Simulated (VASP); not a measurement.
# As (R-3m) in VASP: notebook

The runs below take As through single point, with PBEsol.

Program: VASP 6.6.1. These are calculated values, not measurements. Logs are shortened: lines on timing, memory, paths and dates and some standing lists are left out, and cuts for length are marked.

**1. The cell of the first run**

Symmetry: R-3m, No. 166, trigonal system. The conventional cell has a = 3.762 Å, b = 3.762 Å, c = 10.542 Å, α = 90.00°, β = 90.00°, γ = 120.00°. Within 3.3 Å of As (site symmetry 3m) lie 6 As at 2.51 to 3.14 Å.

**2. Single point, PBEsol**

INCAR

```
SYSTEM = As
PREC = Accurate ; ENCUT = 520
EDIFF = 1E-7 ; ISMEAR = -1
SIGMA = 0.05 ; LREAL = .FALSE.
LASPH = .TRUE. ; NELM = 60
ALGO = Normal ; ISIF = 2
LWAVE = .FALSE. ; LCHARG = .TRUE.
GGA = PS ; LELF = .TRUE.
LVHAR = .TRUE. ; NBANDS = 12
```

KPOINTS

```
Automatic mesh
0
G
  7 7 7
  0 0 0
```

POSCAR

```
As
1.0
    1.8807968987      1.0858785957      3.5140619945
   -1.8807968987      1.0858785957      3.5140619945
    0.0000000000     -2.1717571915      3.5140619945
As
2
Direct
    0.2260000000      0.2260000000      0.2260000000
    0.7740000000      0.7740000000      0.7740000000
```

Potentials or basis: VASP PAW PBE potentials, release 64 (As).

Started as:

```console
$ cat potpaw_PBE.64/As/POTCAR > POTCAR
$ mpirun -np 1 vasp_std > vasp.out
```

OUTCAR:

```text
SYSTEM = As
   PREC = Accurate
   ENCUT = 520
   EDIFF = 1E-7
   ISMEAR = -1
   LREAL = .FALSE.
   LASPH = .TRUE.
   NELM = 60
   ISIF = 2
   GGA = PS

 ion  position               nearest neighbor table
   1  0.226  0.226  0.226-   2 2.51   2 2.51   2 2.51
   2  0.774  0.774  0.774-   1 2.51   1 2.51   1 2.51

  LATTYP: Found a trigonal (rhomboedric) cell.
 ALAT       =     4.1310000000
 COS(alpha) =     0.5854247172

  Lattice vectors:

 A1 = (   1.8807968987,   1.0858785957,   3.5140619945)
 A2 = (  -1.8807968987,   1.0858785957,   3.5140619945)
 A3 = (   0.0000000000,  -2.1717571915,   3.5140619945)

Analysis of symmetry for initial positions (statically):
=====================================================================
 Subroutine PRICEL returns:
 Original cell was already a primitive cell.

 Routine SETGRP: Setting up the symmetry group for a
 trigonal (rhombohedral) supercell.

 Subroutine GETGRP returns: Found 12 space group operations
 (whereof 12 operations were pure point group operations)
 out of a pool of 12 trial point group operations.

The static configuration has the point symmetry D_3d.

Analysis of symmetry for dynamics (positions and initial velocities):
=====================================================================
 Subroutine PRICEL returns:
 Original cell was already a primitive cell.

 Routine SETGRP: Setting up the symmetry group for a
 trigonal (rhombohedral) supercell.

 Subroutine GETGRP returns: Found 12 space group operations
 (whereof 12 operations were pure point group operations)
 out of a pool of 12 trial point group operations.

The dynamic configuration has the point symmetry D_3d.

 Subroutine INISYM returns: Found 12 space group operations
 (whereof 12 operations are pure point group operations),
 and found     1 'primitive' translations

----------------------------------------------------------------------------------------

                                     Primitive cell

  volume of cell :      43.0610

  direct lattice vectors                    reciprocal lattice vectors
     1.880796899  1.085878596  3.514061995     0.265844760  0.153485544  0.094856987
    -1.880796899  1.085878596  3.514061995    -0.265844760  0.153485544  0.094856987
     0.000000000 -2.171757191  3.514061995     0.000000000 -0.306971087  0.094856987

  length of vectors
     4.131000000  4.131000000  4.131000000     0.321292852  0.321292852  0.321292852

  position of ions in fractional coordinates (direct lattice)
     0.226000000  0.226000000  0.226000000
     0.774000000  0.774000000  0.774000000

  ion indices of the primitive-cell ions
   primitive index   ion index
                 1           1
                 2           2

----------------------------------------------------------------------------------------

 KPOINTS: Automatic mesh

Automatic generation of k-mesh.
 Grid dimensions read from file:
 generate k-points for:    7    7    7

 Generating k-lattice:

  Cartesian coordinates                     Fractional coordinates (reciprocal lattice)
     0.037977823  0.021926506  0.013550998     0.142857143  0.000000000 -0.000000000
    -0.037977823  0.021926506  0.013550998     0.000000000  0.142857143 -0.000000000
     0.000000000 -0.043853012  0.013550998    -0.000000000 -0.000000000  0.142857143

  Length of vectors
     0.045898979  0.045898979  0.045898979

  Shift w.r.t. Gamma in fractional coordinates (k-lattice)
     0.000000000  0.000000000  0.000000000

 Subroutine IBZKPT returns following result:
 ===========================================

 Found     44 irreducible k-points:

 Following reciprocal coordinates:
            Coordinates               Weight
  0.000000  0.000000  0.000000      1.000000
  0.142857  0.000000 -0.000000      6.000000
  0.285714  0.000000  0.000000      6.000000
  0.428571  0.000000 -0.000000      6.000000
  0.142857  0.142857 -0.000000      6.000000
  0.285714  0.142857 -0.000000     12.000000
[... 16 lines left out ...]
  0.285714  0.285714  0.142857      6.000000
  0.428571  0.285714  0.142857     12.000000
 [... further k-points ...]
   k-points           NKPTS =     44   k-points in BZ     NKDIM =     44   number of bands    NBANDS=     12
   number of dos      NEDOS =    301   number of ions     NIONS =      2
   total plane-waves  NPLWV =  32768
   dimension x,y,z NGX =    32 NGY =   32 NGZ =   32
   dimension x,y,z NGXF=    64 NGYF=   64 NGZF=   64
   ions per type =               2
   NGX,Y,Z   is equivalent  to a cutoff of  12.88, 12.88, 12.88 a.u.
   NGXF,Y,Z  is equivalent  to a cutoff of  25.76, 25.76, 25.76 a.u.
 SYSTEM =  As
   PREC   = accura    normal or accurate (medium, high low for compatibility)
   ISTART =      0    job   : 0-new  1-cont  2-samecut
   ICHARG =      2    charge: 1-file 2-atom 10-const
   ISPIN  =      1    spin polarized calculation?
   LNONCOLLINEAR =      F non collinear calculations
   LSORBIT =      F    spin-orbit coupling
   LASPH  =      T    aspherical Exc in radial PAW
   ENCUT  =  520.0 eV  38.22 Ry    6.18 a.u.   7.68  7.68  7.68*2*pi/ulx,y,z
   NELM   =     60;   NELMIN=  2; NELMDL= -5     # of ELM steps
   EDIFF  = 0.1E-06   stopping-criterion for ELM
   LREAL  =      F    real-space projection
   EDIFFG = 0.1E-05   stopping-criterion for IOM
   NSW    =      0    number of steps for IOM
   IBRION =     -1    ionic relax: 0-MD 1-quasi-New 2-CG
   NFREE  =      0    steps in history (QN), initial steepest desc. (CG)
   ISIF   =      2    stress and relaxation
   ISYM   =      2    0-nonsym 1-usesym 2-fastsym
   POTIM  = 0.5000    time-step for ionic-motion
   TEBEG  =    0.0;   TEEND  =   0.0 temperature during run
   PSTRESS=    0.0 pullay stress
   NELECT =      10.0000    total number of electrons
   NUPDOWN=      -1.0000    fix difference up-down
   EMIN   =  10.00;   EMAX   =-10.00  energy-range for DOS
   EFERMI =   0.00;   METHOD = LEGACY
   ISMEAR =    -1;   SIGMA  =   0.05  broadening in eV -4-tet -1-fermi 0-gaus
   EFERMI_NEDOS =   21; number of points for ismear=-14 and -15
   IALGO  =     38    algorithm
   IMIX   =      4    mixing-type and parameters
     AMIX     =   0.40;   BMIX     =  1.00
     AMIX_MAG =   1.60;   BMIX_MAG =  1.00
  volume/ion in A,a.u.               =      21.53       145.29
  Fermi-wavevector in a.u.,A,eV,Ry     =   1.006268  1.901570 13.776916  1.012575
  Thomas-Fermi vector in A             =   2.138999
   LORBIT       =      0    0 simple, 1 ext, 2 COOP (PROOUT), +10 PAW based schemes
   GGA     = PS    functional components
   LHFCALC =     F    Hartree Fock is set to
   AEXX    =    0.0000 exact exchange contribution
   IVDW    =     0    specifies the selected vdW correction
   LEPSILON=     F    determine dielectric tensor
   LRPA    =     F    only Hartree local field effects (RPA)
 non-spin polarized calculation
  energy-cutoff  :      520.00
  volume of cell :       43.06
 maximum number of plane-waves:      1177
   NGX = 15   NGY = 15   NGZ = 15

 number of electron      10.0000000 magnetization

 Free energy of the ion-electron system (eV)
  ---------------------------------------------------
  ext. energy  EPLUGINS =         0.00000000
  ---------------------------------------------------
  free energy    TOTEN  =       -10.22118204 eV

  energy without entropy =      -10.21871543  energy(sigma->0) =      -10.21994873

 E-fermi :   5.3210     XC(G=0): -10.1073

 val. band max:        5.3088782583   @ k =   0.4286   0.0000  -0.0000
 cond. band min:       5.3321358630   @ k =   0.4286   0.2857   0.2857
 fundamental gap:      0.0232576048
 Fermi energy:         5.3210227230

 k-point     1 :       0.0000    0.0000    0.0000
  band No.  band energies     occupation
      1      -9.7465      2.00000
      2      -0.4516      2.00000
      3       2.8466      2.00000
      4       3.3035      2.00000
      5       3.3035      2.00000
      6       6.8982      0.00000
      7       8.2265      0.00000
      8       8.2265      0.00000
      9      12.1627      0.00000
     10      12.1627      0.00000
     11      12.6699      0.00000
     12      14.0873      0.00000

 k-point     2 :       0.1429    0.0000   -0.0000
  band No.  band energies     occupation
      1      -9.4731      2.00000
      2      -1.3596      2.00000
      3       2.7731      2.00000
      4       3.1029      2.00000
      5       3.3731      2.00000
      6       7.1640      0.00000
      7       7.8365      0.00000
      8       8.0211      0.00000
      9      10.9834      0.00000
     10      11.8010      0.00000
     11      12.0853      0.00000
     12      15.5204      0.00000

 k-point     3 :       0.2857    0.0000    0.0000
  band No.  band energies     occupation
      1      -8.6685      2.00000
      2      -3.2938      2.00000
      3       2.4988      2.00000
      4       2.7321      2.00000
      5       3.9919      2.00000
      6       6.2249      0.00000
      7       6.9609      0.00000
      8       7.3430      0.00000
      9      11.6234      0.00000
     10      12.3715      0.00000
     11      13.4649      0.00000
     12      17.7485      0.00000
[... 286 lines left out ...]
 k-point    23 :       0.2857    0.2857    0.1429
  band No.  band energies     occupation
      1      -9.0369      2.00000
      2      -2.7080      2.00000
      3       1.8115      2.00000
      4       2.5615      2.00000
      5       4.6019      2.00000
      6       6.7928      0.00000
      7       7.7339      0.00000
      8       8.4808      0.00000
      9      11.3065      0.00000
     10      13.3614      0.00000
     11      14.3713      0.00000
     12      15.6407      0.00000

 k-point    24 :       0.4286    0.2857    0.1429
  band No.  band energies     occupation
      1      -8.3803      2.00000
      2      -3.4773      2.00000
      3       0.5481      2.00000
      4       1.8370      2.00000
      5       4.2568      2.00000
      6       7.0686      0.00000
      7       8.3160      0.00000
      8       9.2548      0.00000
      9      11.2489      0.00000
     10      14.3125      0.00000
     11      15.5964      0.00000
     12      15.8113      0.00000

 [... further k-points ...]
[... 5 lines left out ...]
  --------------------------------------------------------------------------------------
  -------------------------------------------------------------------------------------
  Total        0.2598076      0.2598076     -0.0363544     -0.0000000      0.0000000      0.0000000
  in kB        9.6667070      9.6667070     -1.3526455     -0.0000000      0.0000000      0.0000000
  external PRESSURE =       5.9935895 kB  Pullay stress =       0.0000000 kB

 VOLUME and BASIS-vectors are now :
 -----------------------------------------------------------------------------
  energy-cutoff  :      520.00
  volume of cell :       43.06
      direct lattice vectors                 reciprocal lattice vectors
     1.880796899  1.085878596  3.514061995     0.265844760  0.153485544  0.094856987
    -1.880796899  1.085878596  3.514061995    -0.265844760  0.153485544  0.094856987
     0.000000000 -2.171757191  3.514061995     0.000000000 -0.306971087  0.094856987

 POSITION                                       TOTAL-FORCE (eV/Angst)
 -----------------------------------------------------------------------------------
      0.00000     -0.00000      2.38253         0.000000     -0.000000      0.401977
      0.00000     -0.00000      8.15965         0.000000      0.000000     -0.401977
 -----------------------------------------------------------------------------------
    total drift:                               -0.000000     -0.000000      0.000000

  FREE ENERGIE OF THE ION-ELECTRON SYSTEM (eV)
  ---------------------------------------------------
  free  energy   TOTEN  =       -10.2211820365 eV

  energy  without entropy=      -10.2187154263  energy(sigma->0) =      -10.21994873
```

Run time: 12 s. Hardware: 1 thread of Intel Xeon 6975P-C (Granite Rapids), shared host; peak memory 0.17 GiB.

Results:

```yaml
Free_energy: -10.2212 eV
Pressure: 0.6 GPa
Largest_force: 0.402 eV/Å
Band_gap_on_the_k_mesh: zero (band 5 reaches 5.33 eV, above the bottom of band 6 at 5.31 eV)
```

Forces in eV/Å, atoms in the order of the input:
```
As   0.000  0.000  0.402
As   0.000  0.000 -0.402
```

Stress tensor (GPa, compression positive):
```
 0.97  0.00  0.00
 0.00  0.97  0.00
 0.00  0.00 -0.14
```

Caveat: the PAW data sets were made with another functional, which shifts forces and pressure a little.

**3. Single point, PBEsol**

This run uses another cell than the first one, of 16.87 Å³/atom, 0.784 times its volume.

INCAR

```
PREC = Accurate
ENCUT = 520
EDIFF = 1E-7
ISMEAR = -1
SIGMA = 0.05
LREAL = False
LASPH = True
NELM = 60
ALGO = Normal
ISIF = 2
LWAVE = False
LCHARG = False
GGA = PS
NBANDS = 12
```

KPOINTS

```
regular mesh
0
Gamma
  9 9 9
```

POSCAR

```
As
1.0
    1.8020140162      1.0403932773      2.9993120789
   -1.8020140162      1.0403932773      2.9993120789
    0.0000000000     -2.0807865546      2.9993120789
As
2
Direct
    0.2401288717      0.2401288717      0.2401288717
    0.7598711283      0.7598711283      0.7598711283
```

Potentials or basis: VASP PAW PBE potentials, release 64 (As).

Started as:

```console
$ cat potpaw_PBE.64/As/POTCAR > POTCAR
$ mpirun -np 1 vasp_std > vasp.out
```

OUTCAR:

```text
PREC = Accurate
   ENCUT = 520
   EDIFF = 1E-7
   ISMEAR = -1
   LREAL = False
   LASPH = True
   NELM = 60
   ISIF = 2
   GGA = PS

 ion  position               nearest neighbor table
   1  0.240  0.240  0.240-   2 2.47   2 2.47   2 2.47   2 2.67   2 2.67   2 2.67
   2  0.760  0.760  0.760-   1 2.47   1 2.47   1 2.47   1 2.67   1 2.67   1 2.67

  LATTYP: Found a trigonal (rhomboedric) cell.
 ALAT       =     3.6504171861
 COS(alpha) =     0.5126271593

  Lattice vectors:

 A1 = (   1.8020140162,   1.0403932773,   2.9993120789)
 A2 = (  -1.8020140162,   1.0403932773,   2.9993120789)
 A3 = (   0.0000000000,  -2.0807865546,   2.9993120789)

Analysis of symmetry for initial positions (statically):
=====================================================================
 Subroutine PRICEL returns:
 Original cell was already a primitive cell.

 Routine SETGRP: Setting up the symmetry group for a
 trigonal (rhombohedral) supercell.

 Subroutine GETGRP returns: Found 12 space group operations
 (whereof 12 operations were pure point group operations)
 out of a pool of 12 trial point group operations.

The static configuration has the point symmetry D_3d.

Analysis of symmetry for dynamics (positions and initial velocities):
[... 164 lines left out ...]

 k-point     1 :       0.0000    0.0000    0.0000
  band No.  band energies     occupation
      1      -8.8503      2.00000
      2       4.1795      2.00000
      3       5.5522      2.00000
      4       5.6537      2.00000
      5       5.6537      2.00000
      6      11.6705      0.00000
      7      12.2388      0.00000
      8      12.2388      0.00000
      9      13.7611      0.00000
     10      13.7611      0.00000
     11      14.1420      0.00000
     12      16.5251      0.00000
[... 331 lines left out ...]
 k-point    24 :       0.4444    0.4444    0.0000
  band No.  band energies     occupation
      1      -5.2402      2.00000
      2      -1.0690      2.00000
      3       0.2952      2.00000
      4       2.7177      2.00000
      5       2.7523      2.00000
      6       9.3160      0.00000
      7      15.3522      0.00000
      8      15.5974      0.00000
      9      17.7412      0.00000
     10      19.3601      0.00000
     11      22.0885      0.00000
     12      23.4312      0.00000

 [... further k-points ...]
[... 5 lines left out ...]
  --------------------------------------------------------------------------------------
  -------------------------------------------------------------------------------------
  Total        4.4103737      4.4103737      4.3828769     -0.0000000      0.0000000      0.0000000
  in kB      209.4389074    209.4389074    208.1331468     -0.0000000      0.0000000      0.0000000
  external PRESSURE =     209.0036539 kB  Pullay stress =       0.0000000 kB

 VOLUME and BASIS-vectors are now :
 -----------------------------------------------------------------------------
  energy-cutoff  :      520.00
  volume of cell :       33.74
      direct lattice vectors                 reciprocal lattice vectors
     1.802014016  1.040393277  2.999312079     0.277467320  0.160195832  0.111136596
    -1.802014016  1.040393277  2.999312079    -0.277467320  0.160195832  0.111136596
     0.000000000 -2.080786555  2.999312079     0.000000000 -0.320391664  0.111136596

 POSITION                                       TOTAL-FORCE (eV/Angst)
 -----------------------------------------------------------------------------------
      0.00000      0.00000      2.16066         0.000000     -0.000000      0.060390
      0.00000      0.00000      6.83727         0.000000      0.000000     -0.060390
 -----------------------------------------------------------------------------------
    total drift:                                0.000000     -0.000000      0.000000

  FREE ENERGIE OF THE ION-ELECTRON SYSTEM (eV)
  ---------------------------------------------------
  free  energy   TOTEN  =        -9.8078563189 eV

  energy  without entropy=       -9.8048918891  energy(sigma->0) =       -9.80637410
```

stdout:

```text
POSCAR found type information on POSCAR As
 POSCAR found :  1 types and       2 ions
 scaLAPACK will be used
 -----------------------------------------------------------------------------
|                                                                             |
|                                                                             |
|     You enforced a specific xc type in the INCAR file but a different       |
|     I HOPE YOU KNOW WHAT YOU ARE DOING!                                     |
|                                                                             |
 -----------------------------------------------------------------------------

 LDA part: xc-table for (Slater+PW92), standard interpolation
 POSCAR, INCAR and KPOINTS ok, starting setup
 FFT: planning ... GRIDC
 FFT: planning ... GRID_SOFT
 FFT: planning ... GRID
 WAVECAR not read
 entering main loop
```

It took 17 s on 1 thread of Intel Xeon 6975P-C (Granite Rapids), shared host; peak memory 0.17 GiB.

What came out:

```yaml
Free_energy: -9.8079 eV
Pressure: 20.9 GPa
Largest_force: 0.060 eV/Å
Band_gap_on_the_k_mesh: zero (band 5 reaches 8.40 eV, above the bottom of band 6 at 7.60 eV)
```

Forces on the atoms (eV/Å):
```
As   0.000  0.000  0.060
As   0.000  0.000 -0.060
```

Caveat: the PAW data sets were made with another functional, which shifts forces and pressure a little.

**4. Single point, PBEsol**

This run uses another cell than the first one, of 18.30 Å³/atom, 0.850 times its volume.

INCAR

```
SYSTEM = As
PREC = Accurate ; ENCUT = 520
EDIFF = 1E-6 ; ISMEAR = -1
SIGMA = 0.05 ; LREAL = .False.
LASPH = .True. ; NELM = 80
ALGO = Normal ; ISIF = 2
LWAVE = .False. ; LCHARG = .True.
GGA = PS ; LELF = .True.
LVHAR = .True. ; NBANDS = 12
```

KPOINTS

```
regular mesh
0
Gamma
  9 9 9
  0 0 0
```

POSCAR

```
As
1.0
    1.8389460360      1.0617159889      3.1245550826
   -1.8389460360      1.0617159889      3.1245550826
    0.0000000000     -2.1234319778      3.1245550826
As
2
Direct
    0.2360703117      0.2360703117      0.2360703117
    0.7639296883      0.7639296883      0.7639296883
```

Started as:

```console
$ cat potpaw_PBE.64/As/POTCAR > POTCAR
$ mpirun -np 1 vasp_std > vasp.out
```

It took 15 s on 1 thread of Intel Xeon 6975P-C (Granite Rapids), shared host; peak memory 0.17 GiB.

The run converged. Its results:

| Item | Value |
| --- | --- |
| Free energy | -10.0788 eV |
| Pressure | 10.6 GPa |
| Largest force | 0.059 eV/Å |
| Band gap on the k mesh | zero (band 5 reaches 7.35 eV, above the bottom of band 6 at 6.97 eV) |

Forces on the atoms (eV/Å):
```
As   0.000  0.000  0.059
As   0.000  0.000 -0.059
```

Stress tensor (GPa, compression positive):
```
10.64  0.00  0.00
 0.00 10.64  0.00
 0.00  0.00 10.50
```

Levels at points of the mesh, in eV from the Fermi level:
```csv
k point,band 3,band 4,band 5,band 6,band 7,band 8
"(0.00, 0.00, 0.00)",-2.53,-2.35,-2.35,2.90,3.66,3.66
```

Caveat: the PAW data sets were made with another functional, which shifts forces and pressure a little.

**5. Summary**

```tsv
cell	k mesh	gap on the mesh (eV)	pressure (GPa)	largest force (eV/Å)
a = 4.131 Å, angles 54.2°, 2 atoms	7 × 7 × 7	none	0.6	0.40
a = 3.650 Å, angles 59.2°, 2 atoms	9 × 9 × 9	none	20.9	0.06
a = 3.778 Å, angles 58.3°, 2 atoms	9 × 9 × 9	none	10.6	0.06
```

Alike in all rows: task single point; level PBEsol; potentials or basis VASP PAW PBE potentials, release 64 (As); no spin polarisation; cutoff (eV) 520; smearing fermi-dirac 0.05 eV.

Caveats: the PAW data sets were made with another functional, which shifts forces and pressure a little.

Total energies depend on the potentials used, so only differences within one code and one set of settings carry meaning.
